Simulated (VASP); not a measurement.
# Sn2Sb3Te2 (R-3m) in VASP: single point with PBE

Aim: the single point of Sn2Sb3Te2 with PBE.

Everything below comes from runs of VASP 6.6.1. Logs are shortened: lines on timing, memory, paths and dates and some standing lists are left out, and cuts for length are marked.

## 1. The cell of the first run

It takes space group R-3m (No. 166, trigonal). Conventional cell: a = 4.440 Å, b = 4.440 Å, c = 38.161 Å, α = 90.00°, β = 90.00°, γ = 120.00°. Sn (site symmetry 3m) has 3 Sb at 3.09 Å and 3 Te at 3.10 Å within 4.1 Å. Sb (site symmetry -3m) has 6 Sn at 3.09 Å within 4.1 Å. Within 3.9 Å of Sb (site symmetry 3m) lie 3 Sb at 2.98 Å and 3 Te at 3.34 Å. Te (site symmetry 3m) has 3 Sn at 3.10 Å and 3 Sb at 3.34 Å within 4.1 Å.

## 2. Single point, PBE

The input, INCAR:

```
SYSTEM = Sn2Sb3Te2
ALGO = Normal
EDIFF = 1E-6
ENCUT = 520
GGA = PE
ISIF = 2
ISMEAR = 0
LASPH = .TRUE.
LCHARG = .FALSE.
LREAL = .FALSE.
LWAVE = .FALSE.
NBANDS = 36
NELM = 80
PREC = Accurate
SIGMA = 0.2
```

The input, KPOINTS:

```
k-points
0
G
  4 4 4
  0 0 0
```

The input, POSCAR:

```
Sn2Sb3Te2
1.0
    2.2198199586      1.2816136506     12.7203257629
   -2.2198199586      1.2816136506     12.7203257629
    0.0000000000     -2.5632273013     12.7203257629
Sn Sb Te
2 3 2
Direct
    0.7116960631      0.7116960631      0.7116960631
    0.2883039369      0.2883039369      0.2883039369
    0.0000000000      0.0000000000      0.0000000000
    0.1467473872      0.1467473872      0.1467473872
    0.8532526128      0.8532526128      0.8532526128
    0.4241008138      0.4241008138      0.4241008138
    0.5758991862      0.5758991862      0.5758991862
```

Potentials or basis: VASP PAW PBE potentials, release 64 (Sn_d, Sb, Te).

Command:

```bash
> cat potpaw_PBE.64/Sn_d/POTCAR potpaw_PBE.64/Sb/POTCAR potpaw_PBE.64/Te/POTCAR > POTCAR
> mpirun -np 1 vasp_std > vasp.out
```

OUTCAR:

```text
SYSTEM = Sn2Sb3Te2
   EDIFF = 1E-6
   ENCUT = 520
   GGA = PE
   ISIF = 2
   ISMEAR = 0
   LASPH = .TRUE.
   LREAL = .FALSE.
   NELM = 80
   PREC = Accurate

 ion  position               nearest neighbor table
   1  0.712  0.712  0.712-   3 3.09   3 3.09   3 3.09   6 3.10   6 3.10   6 3.10
   2  0.288  0.288  0.288-   3 3.09   3 3.09   3 3.09   7 3.10   7 3.10   7 3.10
   3  0.000  0.000  0.000-   1 3.09   2 3.09   1 3.09   1 3.09   2 3.09   2 3.09
   4  0.147  0.147  0.147-   5 2.98   5 2.98   5 2.98   6 3.34   6 3.34   6 3.34
   5  0.853  0.853  0.853-   4 2.98   4 2.98   4 2.98   7 3.34   7 3.34   7 3.34
   6  0.424  0.424  0.424-   1 3.10   1 3.10   1 3.10   4 3.34   4 3.34   4 3.34
   7  0.576  0.576  0.576-   2 3.10   2 3.10   2 3.10   5 3.34   5 3.34   5 3.34

  LATTYP: Found a trigonal (rhomboedric) cell.
 ALAT       =    12.9760094679
 COS(alpha) =     0.9414693709

  Lattice vectors:

 A1 = (   2.2198199586,   1.2816136506,  12.7203257629)
 A2 = (  -2.2198199586,   1.2816136506,  12.7203257629)
 A3 = (   0.0000000000,  -2.5632273013,  12.7203257629)

Analysis of symmetry for initial positions (statically):
=====================================================================
 Subroutine PRICEL returns:
 Original cell was already a primitive cell.

 Routine SETGRP: Setting up the symmetry group for a
 trigonal (rhombohedral) supercell.

 Subroutine GETGRP returns: Found 12 space group operations
 (whereof 12 operations were pure point group operations)
 out of a pool of 12 trial point group operations.

The static configuration has the point symmetry D_3d.

Analysis of symmetry for dynamics (positions and initial velocities):
=====================================================================
 Subroutine PRICEL returns:
 Original cell was already a primitive cell.

 Routine SETGRP: Setting up the symmetry group for a
 trigonal (rhombohedral) supercell.

 Subroutine GETGRP returns: Found 12 space group operations
 (whereof 12 operations were pure point group operations)
 out of a pool of 12 trial point group operations.

The dynamic configuration has the point symmetry D_3d.

 Subroutine INISYM returns: Found 12 space group operations
 (whereof 12 operations are pure point group operations),
 and found     1 'primitive' translations

----------------------------------------------------------------------------------------
[... 94 lines left out ...]
   NSW    =      0    number of steps for IOM
   IBRION =     -1    ionic relax: 0-MD 1-quasi-New 2-CG
   NFREE  =      0    steps in history (QN), initial steepest desc. (CG)
   ISIF   =      2    stress and relaxation
   ISYM   =      2    0-nonsym 1-usesym 2-fastsym
   POTIM  = 0.5000    time-step for ionic-motion
   TEBEG  =    0.0;   TEEND  =   0.0 temperature during run
   PSTRESS=    0.0 pullay stress
   NELECT =      55.0000    total number of electrons
   NUPDOWN=      -1.0000    fix difference up-down
   EMIN   =  10.00;   EMAX   =-10.00  energy-range for DOS
   EFERMI =   0.00;   METHOD = LEGACY
   ISMEAR =     0;   SIGMA  =   0.20  broadening in eV -4-tet -1-fermi 0-gaus
   EFERMI_NEDOS =   21; number of points for ismear=-14 and -15
   IALGO  =     38    algorithm
   IMIX   =      4    mixing-type and parameters
     AMIX     =   0.40;   BMIX     =  1.00
     AMIX_MAG =   1.60;   BMIX_MAG =  1.00
  volume/ion in A,a.u.               =      31.02       209.33
  Fermi-wavevector in a.u.,A,eV,Ry     =   1.035828  1.957431 14.598227  1.072939
  Thomas-Fermi vector in A             =   2.170190
   LORBIT       =      0    0 simple, 1 ext, 2 COOP (PROOUT), +10 PAW based schemes
   GGA     = PE    functional components
   LHFCALC =     F    Hartree Fock is set to
   AEXX    =    0.0000 exact exchange contribution
   IVDW    =     0    specifies the selected vdW correction
   LEPSILON=     F    determine dielectric tensor
   LRPA    =     F    only Hartree local field effects (RPA)
 non-spin polarized calculation
 Gauss-broadening in eV      SIGMA  =   0.20
  energy-cutoff  :      520.00
  volume of cell :      217.13
 maximum number of plane-waves:      5879
 NGX is ok and might be reduce to    98
   NGX = 49   NGY = 49   NGZ = 49

 number of electron      55.0000009 magnetization

 Free energy of the ion-electron system (eV)
  ---------------------------------------------------
  ext. energy  EPLUGINS =         0.00000000
  ---------------------------------------------------
  free energy    TOTEN  =       -26.92372294 eV

  energy without entropy =      -26.87125675  energy(sigma->0) =      -26.89748985

 E-fermi :   6.5349     XC(G=0):  -9.4989

 val. band max:        6.2045100189   @ k =   0.5000   0.2500   0.0000
 cond. band min:       6.5629025784   @ k =   0.2500   0.0000  -0.0000
 fundamental gap:      0.3583925596
 Fermi energy:         6.5348869811

 k-point     1 :       0.0000    0.0000    0.0000
  band No.  band energies     occupation
      1     -14.9317      2.00000
      2     -14.9317      2.00000
      3     -14.9292      2.00000
      4     -14.9292      2.00000
      5     -14.9220      2.00000
      6     -14.9218      2.00000
[... 496 lines left out ...]
     35       8.8040      0.00000
     36       9.7079      0.00000

------------------------ aborting loop because EDIFF is reached ----------------------------------------

  FORCE on cell =-STRESS in cart. coord.  units (eV):
  Direction    XX          YY          ZZ          XY          YZ          ZX
  --------------------------------------------------------------------------------------
  -------------------------------------------------------------------------------------
  Total       -0.1920702     -0.1920702     -0.0795012      0.0000000      0.0000000     -0.0000000
  in kB       -1.4172495     -1.4172495     -0.5866238      0.0000000      0.0000000     -0.0000000
  external PRESSURE =      -1.1403743 kB  Pullay stress =       0.0000000 kB

 VOLUME and BASIS-vectors are now :
 -----------------------------------------------------------------------------
  energy-cutoff  :      520.00
  volume of cell :      217.13
      direct lattice vectors                 reciprocal lattice vectors
     2.219819959  1.281613651 12.720325763     0.225243492  0.130044391  0.026204780
    -2.219819959  1.281613651 12.720325763    -0.225243492  0.130044391  0.026204780
     0.000000000 -2.563227301 12.720325763     0.000000000 -0.260088782  0.026204780

 POSITION                                       TOTAL-FORCE (eV/Angst)
 -----------------------------------------------------------------------------------
      0.00000     -0.00000     27.15902         0.000000      0.000000     -0.006787
      0.00000     -0.00000     11.00196         0.000000     -0.000000      0.006787
      0.00000      0.00000      0.00000         0.000000      0.000000      0.000000
      0.00000     -0.00000      5.60002         0.000000      0.000000     -0.077554
      0.00000     -0.00000     32.56095         0.000000     -0.000000      0.077554
      0.00000     -0.00000     16.18410         0.000000     -0.000000      0.013347
      0.00000     -0.00000     21.97688         0.000000      0.000000     -0.013347
 -----------------------------------------------------------------------------------
    total drift:                               -0.000000      0.000000     -0.000000

  FREE ENERGIE OF THE ION-ELECTRON SYSTEM (eV)
  ---------------------------------------------------
  free  energy   TOTEN  =       -26.9237229438 eV

  energy  without entropy=      -26.8712567480  energy(sigma->0) =      -26.89748985
```

OSZICAR:

```text
N       E                     dE             d eps       ncg     rms          rms(c)
DAV:   1     0.465798408140E+03    0.46580E+03   -0.22500E+04   936   0.153E+03
DAV:   2     0.351619681089E+02   -0.43064E+03   -0.41920E+03  1000   0.386E+02
DAV:   3    -0.237140951670E+02   -0.58876E+02   -0.57239E+02  1152   0.141E+02
DAV:   4    -0.268854069228E+02   -0.31713E+01   -0.31159E+01  1104   0.334E+01
DAV:   5    -0.269909040758E+02   -0.10550E+00   -0.10528E+00  1348   0.670E+00    0.777E+00
DAV:   6    -0.269129063853E+02    0.77998E-01   -0.30192E-01  1188   0.306E+00    0.476E+00
DAV:   7    -0.269277997010E+02   -0.14893E-01   -0.20218E-01  1136   0.230E+00    0.112E+00
DAV:   8    -0.269247509503E+02    0.30488E-02   -0.26115E-02  1104   0.853E-01    0.290E-01
DAV:   9    -0.269234725019E+02    0.12784E-02   -0.89930E-03  1148   0.565E-01    0.189E-01
DAV:  10    -0.269236889571E+02   -0.21646E-03   -0.92571E-04  1068   0.126E-01    0.894E-02
DAV:  11    -0.269237049471E+02   -0.15990E-04   -0.12726E-04  1188   0.546E-02    0.438E-02
DAV:  12    -0.269237215855E+02   -0.16638E-04   -0.69569E-05  1036   0.416E-02    0.746E-03
DAV:  13    -0.269237226814E+02   -0.10958E-05   -0.46988E-06  1012   0.885E-03    0.705E-03
DAV:  14    -0.269237229438E+02   -0.26250E-06   -0.40415E-07   604   0.320E-03
   1 F= -.26923723E+02 E0= -.26897490E+02  d E =-.524662E-01
```

Wall time 34 min (1 thread of Oxide Virtual Turin-like, shared host); peak memory 1.6 GiB.

What came out:

```
Free energy            : -26.9237 eV
Pressure               : -0.1 GPa
Largest force          : 0.078 eV/Å
Band gap on the k mesh : zero (an odd number of electrons rules out a gap without spin polarisation)
```

Forces in eV/Å, atoms in the order of the input:
```
Sn   0.000  0.000 -0.007
Sn   0.000  0.000  0.007
Sb   0.000  0.000  0.000
Sb   0.000  0.000 -0.078
Sb   0.000  0.000  0.078
Te   0.000  0.000  0.013
Te   0.000  0.000 -0.013
```

Caveat: the k points lie up to 0.41 Å⁻¹ apart, too coarse for converged energies and pressures of a metal; spin-orbit coupling is left out, which moves the levels of the heavy elements.

The gap in the log of VASP goes by the Fermi energy; the results here count the filled bands.